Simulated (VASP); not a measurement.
Input of a VASP 6.6.1 run:

Contents of POSCAR:

```
SrTe
1.0
    0.0000000000      3.3509446948      3.3509446948
    3.3509446948      0.0000000000      3.3509446948
    3.3509446948      3.3509446948      0.0000000000
Sr Te
1 1
Direct
    0.5000000000      0.5000000000      0.5000000000
    0.0000000000      0.0000000000      0.0000000000
```

The input INCAR.step1:

```
PREC     = Accurate       # precision mode
ENCUT    = 550            # plane-wave cutoff, eV
ISMEAR   = 0              # smearing method
SIGMA    = 0.02           # smearing width, eV
LREAL    = False          # projectors in reciprocal space
LASPH    = True           # aspherical terms in the spheres
NELM     = 120            # most SCF steps
GGA      = PE             # functional
ALGO     = Normal         # electronic algorithm
EDIFF    = 1E-5           # SCF threshold, eV
LWAVE    = True           # write WAVECAR
LCHARG   = False          # write CHGCAR
GGA_COMPAT= False        
IBRION   = 2              # ionic algorithm
ISIF     = 3              # what is computed and relaxed
EDIFFG   = -0.005         # ionic threshold
NELMIN   = 4            
NSW      = 100            # ionic steps
```

Contents of INCAR.step2:

```
PREC     = Accurate       # precision mode
ENCUT    = 550            # plane-wave cutoff, eV
EDIFF    = 1E-7           # SCF threshold, eV
ISMEAR   = 0              # smearing method
SIGMA    = 0.02           # smearing width, eV
LREAL    = False          # projectors in reciprocal space
LASPH    = True           # aspherical terms in the spheres
NELM     = 120            # most SCF steps
ALGO     = Normal         # electronic algorithm
ISIF     = 3              # what is computed and relaxed
LWAVE    = False          # write WAVECAR
LCHARG   = False          # write CHGCAR
METAGGA  = R2SCAN         # meta-GGA
LMIXTAU  = True         
IBRION   = 2              # ionic algorithm
NSW      = 80             # ionic steps
EDIFFG   = -0.01          # ionic threshold
ISTART   = 1            
GGA_COMPAT= False        
NELMIN   = 4
```

Contents of KPOINTS:

```
Automatic mesh
0
Gamma
  8 8 8
```

Potentials or basis: VASP PAW PBE potentials, release 64 (Sr_sv, Te).

Launch:

```bash
$ cat potpaw_PBE.64/Sr_sv/POTCAR potpaw_PBE.64/Te/POTCAR > POTCAR
$ cp INCAR.step1 INCAR
$ mpirun -np 1 vasp_std > vasp.out
$ cp INCAR.step2 INCAR
$ mpirun -np 1 vasp_std > vasp.out
```

Problem. Predict the relaxed cell.

Solution. a = 4.748 Å, b = 4.748 Å, c = 4.748 Å, α = 60.00°, β = 60.00°, γ = 60.00°.

Problem. What does it give for the space group after relaxing (to 0.1 Å)?

Solution. Fm-3m (No. 225).

Problem. Predict the band gap on the k mesh.

Solution. 2.15 eV (least direct gap 2.90 eV).

Final structure:
```cif
data_structure
_symmetry_space_group_name_H-M 'P 1'
_symmetry_Int_Tables_number 1
_cell_length_a 4.7475
_cell_length_b 4.7475
_cell_length_c 4.7475
_cell_angle_alpha 60.000
_cell_angle_beta 60.000
_cell_angle_gamma 60.000
_cell_volume 75.66
loop_
_atom_site_label
_atom_site_type_symbol
_atom_site_fract_x
_atom_site_fract_y
_atom_site_fract_z
_atom_site_occupancy
Sr1 Sr 0.50000 0.50000 0.50000 1
Te1 Te 0.00000 0.00000 0.00000 1
```

Caveat: spin-orbit coupling is left out, which moves the levels of the heavy elements. Zero-point motion and thermal expansion aren't in these numbers.
